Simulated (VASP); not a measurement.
Set up this calculation in VASP 6.6.1, as the native input.

```
Task                   : single point
Functional             : PBE
Potentials or basis    : VASP PAW PBE potentials, release 64 (Mo_sv, Na_pv, Se)
Cutoff                 : 520 eV
k mesh                 : 2 × 2 × 3
Occupations            : fermi-dirac, width 0.1 eV
Spin                   : no spin polarisation
Dipole correction      : no
Further INCAR settings : LREAL = Auto; ALGO = Normal; EDIFF = 1e-06; NBANDS = 82
```

The structure of NaMo6Se8 lies in POSCAR:

```
NaMo6Se8
1.0
    7.5171070000      0.4943190000     -1.4734760000
    0.4604410000      7.2299700000      0.5423670000
   -1.2685090000     -1.0822340000      6.0542140000
Mo Na Se
6 1 8
Direct
    0.8889889149      0.4684740544      0.6741429958
    0.8813318730      0.0363938755      0.7869413810
    0.1392434291      0.8859290292      0.7767109292
    0.5078743897      0.5508054328      0.5133046229
    0.8222281099      0.7716071439      0.3824011068
    0.1050601648      0.7641711939      0.1471706143
    0.5285161662      0.1131947018      0.1923187412
    0.3911919736      0.6415772049      0.0761873764
   -0.0432360704      0.0242932165      0.3472962550
    0.1135230256      0.6246769802      0.5514975642
    0.4029592742      0.8820066735      0.4646936012
    0.3560549142      0.2518221799      0.6958509115
    0.7447662731      0.4316986097      0.1936190477
    0.0869987268      0.3780549310      0.0693426128
    0.7698689492      0.7365742217      0.8926418638
```

These files were run (other wordings do the same):

INCAR

```
PREC     = Accurate       # precision mode
ENCUT    = 520            # plane-wave cutoff, eV
EDIFF    = 1E-6           # SCF threshold, eV
ISMEAR   = -1             # smearing method
SIGMA    = 0.1            # smearing width, eV
LREAL    = Auto         
LASPH    = T              # aspherical terms in the spheres
NELM     = 60             # most SCF steps
ALGO     = Normal         # electronic algorithm
ISIF     = 2              # what is computed and relaxed
LWAVE    = F              # write WAVECAR
LCHARG   = F              # write CHGCAR
GGA      = PE             # functional
NBANDS   = 82             # bands
```

KPOINTS

```
Automatic mesh
0
Gamma
  2 2 3
```

Potentials or basis: VASP PAW PBE potentials, release 64 (Mo_sv, Na_pv, Se).

Launch:

```bash
$ cat potpaw_PBE.64/Mo_sv/POTCAR potpaw_PBE.64/Na_pv/POTCAR potpaw_PBE.64/Se/POTCAR > POTCAR
$ mpirun -np 1 vasp_std > vasp.out
```

Results of the run:

```json
{"Pressure": "3.3 GPa", "Largest force": "6.290 eV/Å", "Band gap on the k mesh": "zero (an odd number of electrons rules out a gap without spin polarisation)"}
```

Caveat: the k points lie up to 0.45 Å⁻¹ apart, too coarse for converged energies and pressures of a metal.

Run time: 12 min on 1 thread of Intel(R) Xeon(R) Platinum 8259CL CPU @ 2.50GHz (Skylake/Cascade Lake) (shared host), peak memory 0.45 GiB.
